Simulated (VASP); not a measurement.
# NbRu3C (Pm-3m) in VASP: a series of runs

NbRu3C is run at these levels: PBE; tasks: single point.

All numbers are computed with VASP 6.6.1; they aren't measurements. Logs are shortened: lines on timing, memory, paths and dates and some standing lists are left out, and cuts for length are marked.

### 1 The cell of the first run

Symmetry: Pm-3m, No. 221, cubic system. Conventional cell: a = 4.092 Å, b = 4.092 Å, c = 4.092 Å, α = 90.00°, β = 90.00°, γ = 90.00°. Within 3.8 Å of Nb (site symmetry m-3m) lie 12 Ru at 2.89 Å and 8 C at 3.54 Å. Ru (site symmetry 4/mmm) has 2 C at 2.05 Å within 2.7 Å. C (site symmetry m-3m) has 6 Ru at 2.05 Å within 2.7 Å.

### 2 Single point, PBE

Input file INCAR:

```
PREC = Accurate ; ENCUT = 520
EDIFF = 1E-6 ; ISMEAR = -1
SIGMA = 0.1 ; LREAL = False
LASPH = True ; NELM = 60
ALGO = Normal ; ISIF = 2
LWAVE = False ; LCHARG = True
GGA = PE ; LELF = True
LVHAR = True ; NBANDS = 38
```

Input file KPOINTS:

```
Automatic mesh
0
Gamma
  6 6 6
```

Input file POSCAR:

```
NbRu3C
1.0
    4.0920622415      0.0000000000      0.0000000000
    0.0000000000      4.0920622415      0.0000000000
    0.0000000000      0.0000000000      4.0920622415
Nb Ru C
1 3 1
Direct
    0.0000000000      0.0000000000      0.0000000000
    0.0000000000      0.5000000000      0.5000000000
    0.5000000000      0.0000000000      0.5000000000
    0.5000000000      0.5000000000      0.0000000000
    0.5000000000      0.5000000000      0.5000000000
```

Potentials or basis: VASP PAW PBE potentials, release 64 (Nb_sv, Ru_pv, C).

The run is started by

```bash
$ cat potpaw_PBE.64/Nb_sv/POTCAR potpaw_PBE.64/Ru_pv/POTCAR potpaw_PBE.64/C/POTCAR > POTCAR
$ mpirun -np 1 vasp_std > vasp.out
```

OUTCAR:

```text
PREC = Accurate
   ENCUT = 520
   EDIFF = 1E-6
   ISMEAR = -1
   LREAL = False
   LASPH = True
   NELM = 60
   ISIF = 2
   GGA = PE

 ion  position               nearest neighbor table
   1  0.000  0.000  0.000-   2 2.89   3 2.89   4 2.89   2 2.89   3 2.89   2 2.89   4 2.89   2 2.89
                             3 2.89   4 2.89   3 2.89   4 2.89
   2  0.000  0.500  0.500-   5 2.05   5 2.05   4 2.89   1 2.89   1 2.89   4 2.89   1 2.89   3 2.89
                             1 2.89   3 2.89   4 2.89   3 2.89   4 2.89   3 2.89
   3  0.500  0.000  0.500-   5 2.05   5 2.05   4 2.89   1 2.89   1 2.89   4 2.89   2 2.89   4 2.89
                             2 2.89   4 2.89   1 2.89   2 2.89   1 2.89   2 2.89
   4  0.500  0.500  0.000-   5 2.05   5 2.05   3 2.89   1 2.89   2 2.89   3 2.89   2 2.89   1 2.89
                             3 2.89   3 2.89   1 2.89   2 2.89   2 2.89   1 2.89
   5  0.500  0.500  0.500-   2 2.05   3 2.05   4 2.05   4 2.05   3 2.05   2 2.05

  LATTYP: Found a simple cubic cell.
 ALAT       =     4.0920622415

  Lattice vectors:

 A1 = (   4.0920622415,   0.0000000000,   0.0000000000)
 A2 = (   0.0000000000,   4.0920622415,   0.0000000000)
 A3 = (   0.0000000000,   0.0000000000,   4.0920622415)

Analysis of symmetry for initial positions (statically):
=====================================================================
 Subroutine PRICEL returns:
 Original cell was already a primitive cell.

 Routine SETGRP: Setting up the symmetry group for a
 simple cubic supercell.

 Subroutine GETGRP returns: Found 48 space group operations
 (whereof 48 operations were pure point group operations)
 out of a pool of 48 trial point group operations.

The static configuration has the point symmetry O_h .

Analysis of symmetry for dynamics (positions and initial velocities):
=====================================================================
 Subroutine PRICEL returns:
 Original cell was already a primitive cell.

 Routine SETGRP: Setting up the symmetry group for a
 simple cubic supercell.

 Subroutine GETGRP returns: Found 48 space group operations
 (whereof 48 operations were pure point group operations)
 out of a pool of 48 trial point group operations.

The dynamic configuration has the point symmetry O_h .

 Subroutine INISYM returns: Found 48 space group operations
 (whereof 48 operations are pure point group operations),
 and found     1 'primitive' translations

----------------------------------------------------------------------------------------

                                     Primitive cell

  volume of cell :      68.5215

  direct lattice vectors                    reciprocal lattice vectors
     4.092062241  0.000000000  0.000000000     0.244375560  0.000000000  0.000000000
     0.000000000  4.092062241  0.000000000     0.000000000  0.244375560  0.000000000
     0.000000000  0.000000000  4.092062241     0.000000000  0.000000000  0.244375560

  length of vectors
     4.092062241  4.092062241  4.092062241     0.244375560  0.244375560  0.244375560

  position of ions in fractional coordinates (direct lattice)
     0.000000000  0.000000000  0.000000000
     0.000000000  0.500000000  0.500000000
     0.500000000  0.000000000  0.500000000
     0.500000000  0.500000000  0.000000000
     0.500000000  0.500000000  0.500000000

  ion indices of the primitive-cell ions
   primitive index   ion index
                 1           1
                 2           2
                 3           3
                 4           4
                 5           5

----------------------------------------------------------------------------------------

 KPOINTS: Automatic mesh

Automatic generation of k-mesh.
 Grid dimensions read from file:
 generate k-points for:    6    6    6

 Generating k-lattice:

  Cartesian coordinates                     Fractional coordinates (reciprocal lattice)
     0.040729260  0.000000000  0.000000000     0.166666667  0.000000000  0.000000000
     0.000000000  0.040729260  0.000000000     0.000000000  0.166666667  0.000000000
     0.000000000  0.000000000  0.040729260     0.000000000  0.000000000  0.166666667

  Length of vectors
     0.040729260  0.040729260  0.040729260

  Shift w.r.t. Gamma in fractional coordinates (k-lattice)
     0.000000000  0.000000000  0.000000000

 Subroutine IBZKPT returns following result:
 ===========================================

 Found     20 irreducible k-points:

 Following reciprocal coordinates:
            Coordinates               Weight
  0.000000  0.000000  0.000000      1.000000
  0.166667  0.000000  0.000000      6.000000
  0.333333  0.000000  0.000000      6.000000
  0.500000  0.000000  0.000000      3.000000
  0.166667  0.166667  0.000000     12.000000
  0.333333  0.166667  0.000000     24.000000
[... 12 lines left out ...]
  0.500000  0.500000  0.333333      6.000000
  0.500000  0.500000  0.500000      1.000000
   k-points           NKPTS =     20   k-points in BZ     NKDIM =     20   number of bands    NBANDS=     38
   number of dos      NEDOS =    301   number of ions     NIONS =      5
   total plane-waves  NPLWV =  27000
   dimension x,y,z NGX =    30 NGY =   30 NGZ =   30
   dimension x,y,z NGXF=    60 NGYF=   60 NGZF=   60
   ions per type =               1   3   1
   NGX,Y,Z   is equivalent  to a cutoff of  12.19, 12.19, 12.19 a.u.
   NGXF,Y,Z  is equivalent  to a cutoff of  24.38, 24.38, 24.38 a.u.
 SYSTEM =  unknown system
   PREC   = accura    normal or accurate (medium, high low for compatibility)
   ISTART =      0    job   : 0-new  1-cont  2-samecut
   ICHARG =      2    charge: 1-file 2-atom 10-const
   ISPIN  =      1    spin polarized calculation?
   LNONCOLLINEAR =      F non collinear calculations
   LSORBIT =      F    spin-orbit coupling
   LASPH  =      T    aspherical Exc in radial PAW
   ENCUT  =  520.0 eV  38.22 Ry    6.18 a.u.   7.61  7.61  7.61*2*pi/ulx,y,z
   NELM   =     60;   NELMIN=  2; NELMDL= -5     # of ELM steps
   EDIFF  = 0.1E-05   stopping-criterion for ELM
   LREAL  =      F    real-space projection
   EDIFFG = 0.1E-04   stopping-criterion for IOM
   NSW    =      0    number of steps for IOM
   IBRION =     -1    ionic relax: 0-MD 1-quasi-New 2-CG
   NFREE  =      0    steps in history (QN), initial steepest desc. (CG)
   ISIF   =      2    stress and relaxation
   ISYM   =      2    0-nonsym 1-usesym 2-fastsym
   POTIM  = 0.5000    time-step for ionic-motion
   TEBEG  =    0.0;   TEEND  =   0.0 temperature during run
   PSTRESS=    0.0 pullay stress
   NELECT =      59.0000    total number of electrons
   NUPDOWN=      -1.0000    fix difference up-down
   EMIN   =  10.00;   EMAX   =-10.00  energy-range for DOS
   EFERMI =   0.00;   METHOD = LEGACY
   ISMEAR =    -1;   SIGMA  =   0.10  broadening in eV -4-tet -1-fermi 0-gaus
   EFERMI_NEDOS =   21; number of points for ismear=-14 and -15
   IALGO  =     38    algorithm
   IMIX   =      4    mixing-type and parameters
     AMIX     =   0.40;   BMIX     =  1.00
     AMIX_MAG =   1.60;   BMIX_MAG =  1.00
  volume/ion in A,a.u.               =      13.70        92.48
  Fermi-wavevector in a.u.,A,eV,Ry     =   1.557459  2.943171 33.003357  2.425678
  Thomas-Fermi vector in A             =   2.661106
   LORBIT       =      0    0 simple, 1 ext, 2 COOP (PROOUT), +10 PAW based schemes
   GGA     = PE    functional components
   LHFCALC =     F    Hartree Fock is set to
   AEXX    =    0.0000 exact exchange contribution
   IVDW    =     0    specifies the selected vdW correction
   LEPSILON=     F    determine dielectric tensor
   LRPA    =     F    only Hartree local field effects (RPA)
 non-spin polarized calculation
  energy-cutoff  :      520.00
  volume of cell :       68.52
 maximum number of plane-waves:      1865
   NGX = 15   NGY = 15   NGZ = 15

 number of electron      59.0000019 magnetization

 Free energy of the ion-electron system (eV)
  ---------------------------------------------------
  ext. energy  EPLUGINS =         0.00000000
  ---------------------------------------------------
  free energy    TOTEN  =       -47.34624723 eV

  energy without entropy =      -47.22370337  energy(sigma->0) =      -47.28497530

 E-fermi :  11.7751     XC(G=0): -13.2213

 val. band max:       11.7689015788   @ k =   0.5000   0.1667   0.1667
 cond. band min:      11.7802477189   @ k =   0.5000   0.1667   0.1667
 fundamental gap:      0.0113461402
 Fermi energy:        11.7751427749

 k-point     1 :       0.0000    0.0000    0.0000
  band No.  band energies     occupation
      1     -44.2934      2.00000
      2     -31.8493      2.00000
      3     -31.8493      2.00000
      4     -31.8493      2.00000
      5     -31.2263      2.00000
      6     -31.2263      2.00000
[... 30 lines left out ...]
     37      14.6041      0.00000
     38      16.9019      0.00000

 k-point     2 :       0.1667    0.0000    0.0000
  band No.  band energies     occupation
      1     -44.2934      2.00000
      2     -31.8426      2.00000
      3     -31.8426      2.00000
      4     -31.8375      2.00000
      5     -31.2396      2.00000
      6     -31.2323      2.00000
[... 30 lines left out ...]
     37      14.5902      0.00000
     38      16.4778      0.00000

 k-point     3 :       0.3333    0.0000    0.0000
  band No.  band energies     occupation
      1     -44.2935      2.00000
      2     -31.8286      2.00000
      3     -31.8286      2.00000
      4     -31.8121      2.00000
      5     -31.2680      2.00000
      6     -31.2468      2.00000
[... 30 lines left out ...]
     37      14.5662      0.00000
[... 617 lines left out ...]
 k-point    19 :       0.5000    0.5000    0.3333
  band No.  band energies     occupation
      1     -44.2917      2.00000
      2     -32.1154      2.00000
      3     -31.6493      2.00000
      4     -31.6179      2.00000
      5     -31.4065      2.00000
      6     -31.3880      2.00000
[... 30 lines left out ...]
     37      14.7461      0.00000
     38      16.5912      0.00000

 k-point    20 :       0.5000    0.5000    0.5000
  band No.  band energies     occupation
      1     -44.2913      2.00000
      2     -32.1458      2.00000
      3     -31.6178      2.00000
      4     -31.6178      2.00000
      5     -31.4085      2.00000
      6     -31.4085      2.00000
[... 30 lines left out ...]
     37      13.9520      0.00000
     38      16.9581      0.00000

------------------------ aborting loop because EDIFF is reached ----------------------------------------

  FORCE on cell =-STRESS in cart. coord.  units (eV):
  Direction    XX          YY          ZZ          XY          YZ          ZX
  --------------------------------------------------------------------------------------
  -------------------------------------------------------------------------------------
  Total       -3.5745804     -3.5745804     -3.5745804      0.0000000      0.0000000     -0.0000000
  in kB      -83.5812694    -83.5812694    -83.5812694      0.0000000      0.0000000     -0.0000000
  external PRESSURE =     -83.5812694 kB  Pullay stress =       0.0000000 kB

 VOLUME and BASIS-vectors are now :
 -----------------------------------------------------------------------------
  energy-cutoff  :      520.00
  volume of cell :       68.52
      direct lattice vectors                 reciprocal lattice vectors
     4.092062241  0.000000000  0.000000000     0.244375560  0.000000000  0.000000000
     0.000000000  4.092062241  0.000000000     0.000000000  0.244375560  0.000000000
     0.000000000  0.000000000  4.092062241     0.000000000  0.000000000  0.244375560

 POSITION                                       TOTAL-FORCE (eV/Angst)
 -----------------------------------------------------------------------------------
      0.00000      0.00000      0.00000         0.000000      0.000000      0.000000
      0.00000      2.04603      2.04603         0.000000      0.000000      0.000000
      2.04603      0.00000      2.04603         0.000000      0.000000      0.000000
      2.04603      2.04603      0.00000         0.000000      0.000000      0.000000
      2.04603      2.04603      2.04603         0.000000      0.000000      0.000000
 -----------------------------------------------------------------------------------
    total drift:                                0.000000      0.000000     -0.000000

  FREE ENERGIE OF THE ION-ELECTRON SYSTEM (eV)
  ---------------------------------------------------
  free  energy   TOTEN  =       -47.3462472307 eV

  energy  without entropy=      -47.2237033698  energy(sigma->0) =      -47.28497530
```

It took 94 s on 1 thread of AMD EPYC 7R13, shared host; peak memory 0.17 GiB.

What came out:

- Free energy: -47.3462 eV
- Pressure: -8.4 GPa
- Band gap on the k mesh: zero (an odd number of electrons rules out a gap without spin polarisation)

Caveat: the cell stands under tension.

### 3 Single point, PBE

This run uses another cell than the first one, of 13.97 Å³/atom.

Input file INCAR:

```
ALGO     = Normal         # electronic algorithm
EDIFF    = 1E-7           # SCF threshold, eV
ENCUT    = 520            # plane-wave cutoff, eV
GGA      = PE             # functional
ISIF     = 2              # what is computed and relaxed
ISMEAR   = -1             # smearing method
LASPH    = True           # aspherical terms in the spheres
LCHARG   = False          # write CHGCAR
LREAL    = False          # projectors in reciprocal space
LWAVE    = False          # write WAVECAR
NBANDS   = 38             # bands
NELM     = 60             # most SCF steps
PREC     = Accurate       # precision mode
SIGMA    = 0.1            # smearing width, eV
```

Input file KPOINTS:

```
k-points
0
Gamma
  6 6 6
```

Edit POSCAR of step 2 so:

```diff
@@ -2,5 +2,5 @@
 1.0
-    4.0920622415      0.0000000000      0.0000000000
-    0.0000000000      4.0920622415      0.0000000000
-    0.0000000000      0.0000000000      4.0920622415
+    4.1186348188      0.0000000000      0.0000000000
+    0.0000000000      4.1186348188      0.0000000000
+    0.0000000000      0.0000000000      4.1186348188
 Nb Ru C
```

Potentials or basis: VASP PAW PBE potentials, release 64 (Nb_sv, Ru_pv, C).

The run is started by

```bash
$ cat potpaw_PBE.64/Nb_sv/POTCAR potpaw_PBE.64/Ru_pv/POTCAR potpaw_PBE.64/C/POTCAR > POTCAR
$ mpirun -np 1 vasp_std > vasp.out
```

Wall time 97 s (1 thread of AMD EPYC 7R13, shared host); peak memory 0.18 GiB.

It converged, with:

- Free energy: -47.2579 eV
- Pressure: -12.9 GPa
- Band gap on the k mesh: zero (an odd number of electrons rules out a gap without spin polarisation)

Levels at points of the mesh, in eV from the Fermi level:
```tsv
k point	band 25	band 26	band 27	band 28	band 29	band 30	band 31	band 32	band 33	band 34
(0.00, 0.00, 0.00)	-2.39	-2.39	-1.29	-1.29	0.58	0.61	0.61	0.61	1.73	1.73
(0.50, 0.00, 0.00)	-1.84	-1.39	-1.31	-1.31	-0.69	-0.24	-0.24	0.55	0.61	0.89
(0.50, 0.50, 0.00)	-2.62	-2.62	-2.22	-1.50	-1.17	-0.86	0.37	0.37	0.46	1.57
(0.50, 0.50, 0.50)	-1.93	-1.93	0.22	0.22	0.22	0.39	0.39	0.39	1.11	1.11
```

Caveat: the cell stands under tension.

### 4 Single point, PBE

This run uses another cell than the first one, of 14.24 Å³/atom.

Input file INCAR:

```
SYSTEM = NbRu3C
PREC = Accurate
ENCUT = 520
EDIFF = 1E-6
ISMEAR = -1
SIGMA = 0.1
LREAL = .FALSE.
LASPH = .TRUE.
NELM = 100
ALGO = Normal
ISIF = 2
LWAVE = .FALSE.
LCHARG = .FALSE.
GGA = PE
NBANDS = 38
```

Input file KPOINTS:

```
Automatic mesh
0
G
  6 6 6
  0 0 0
```

Edit POSCAR of step 3 so:

```diff
@@ -2,5 +2,5 @@
 1.0
-    4.1186348188      0.0000000000      0.0000000000
-    0.0000000000      4.1186348188      0.0000000000
-    0.0000000000      0.0000000000      4.1186348188
+    4.1448688689      0.0000000000      0.0000000000
+    0.0000000000      4.1448688689      0.0000000000
+    0.0000000000      0.0000000000      4.1448688689
 Nb Ru C
```

The run is started by

```bash
$ cat potpaw_PBE.64/Nb_sv/POTCAR potpaw_PBE.64/Ru_pv/POTCAR potpaw_PBE.64/C/POTCAR > POTCAR
$ mpirun -np 1 vasp_std > vasp.out
```

Wall time 98 s (1 thread of AMD EPYC 7R13, shared host); peak memory 0.18 GiB.

It converged, with:

```
Free energy            : -47.1339 eV
Pressure               : -16.9 GPa
Band gap on the k mesh : zero (an odd number of electrons rules out a gap without spin polarisation)
```

Levels at points of the mesh, in eV from the Fermi level:
| k point | band 26 | band 27 | band 28 | band 29 | band 30 | band 31 | band 32 | band 33 |
| --- | --- | --- | --- | --- | --- | --- | --- | --- |
| (0.00, 0.00, 0.00) | -2.32 | -1.26 | -1.26 | 0.56 | 0.59 | 0.59 | 0.59 | 1.68 |
| (0.50, 0.00, 0.00) | -1.35 | -1.27 | -1.27 | -0.67 | -0.22 | -0.22 | 0.54 | 0.59 |
| (0.50, 0.50, 0.00) | -2.54 | -2.15 | -1.45 | -1.13 | -0.83 | 0.37 | 0.37 | 0.45 |
| (0.50, 0.50, 0.50) | -1.87 | 0.22 | 0.22 | 0.22 | 0.38 | 0.38 | 0.38 | 1.07 |

Caveat: the cell stands under tension.

### 5 Summary

| cell | gap on the mesh (eV) | pressure (GPa) |
| --- | --- | --- |
| a = 4.092 Å, 5 atoms | none | -8.4 |
| a = 4.119 Å, 5 atoms | none | -12.9 |
| a = 4.145 Å, 5 atoms | none | -16.9 |

Alike in all rows: task single point; level PBE; potentials or basis VASP PAW PBE potentials, release 64 (Nb_sv, Ru_pv, C); no spin polarisation; k mesh 6 × 6 × 6; cutoff (eV) 520; smearing fermi-dirac 0.1 eV.

Caveats: the cell stands under tension.

Total energies depend on the potentials used, so only differences within one code and one set of settings carry meaning.
